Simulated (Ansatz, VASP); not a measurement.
One calculation of Nb, two programs

File INCAR:

```
  PREC = Accurate
  ENCUT = 520
  EDIFF = 1E-6
  ISMEAR = 0
  SIGMA = 0.15
  LREAL = F
  LASPH = T
  NELM = 100
  ALGO = Fast
  ISIF = 2
  LWAVE = F
  LCHARG = F
  GGA = PS
  NBANDS = 12
```

File KPOINTS:

```
Automatic mesh
0
Gamma
  22 22 22
```

POSCAR

```
Nb
1.0
   -1.4614477736      1.6702260269      1.6702260269
    1.6702260269     -1.4614477736      1.6702260269
    1.6702260269      1.6702260269     -1.4614477736
Nb
1
Direct
    0.0000000000      0.0000000000      0.0000000000
```

Input for Ansatz:

```yaml
crystal:
  lattice:
    - [-1.4614477736, 1.6702260269, 1.6702260269]
    - [1.6702260269, -1.4614477736, 1.6702260269]
    - [1.6702260269, 1.6702260269, -1.4614477736]
  atoms:
    - { symbol: Nb, position: [0.0, 0.0, 0.0] }
basis:
  ecutwfc: 420
kpoints:
  mp_grid: { grid: [22, 22, 22] }
hamiltonian:
  xc: pbesol
scf:
  occupations: { method: gaussian, width: 0.15 }
output:
  forces: true
  stress: true
  eigenvalues: true
```

Alike in both runs: task single point; functional PBEsol; k mesh 22 × 22 × 22; occupations gaussian, width 0.15 eV; no spin polarisation.

```csv
,VASP,Ansatz
version,VASP 6.6.1,Ansatz 0.2.0
potentials or method,"VASP PAW PBE potentials, release 64 (Nb_sv), cutoff 520 eV","scalar-relativistic, plane waves, PAW"
valence electrons in the cell,13,13
```

Ansatz gave:

```
gap on the k mesh at the Fermi level (eV)                     : none
pressure (GPa)                                                : -7.0
traceless stress, the component that is largest in VASP (GPa) : -4.05
```

Which values does VASP return?

gap on the k mesh at the Fermi level (eV): none; pressure (GPa): -7.3; traceless stress, the component that is largest in VASP (GPa): -4.05.

VASP's potentials were made for PBE, not for PBEsol. A gap of «none» marks a metal or a gap that the smearing closes. The functional is the same, so the differences come from potentials, cutoffs and numerics.
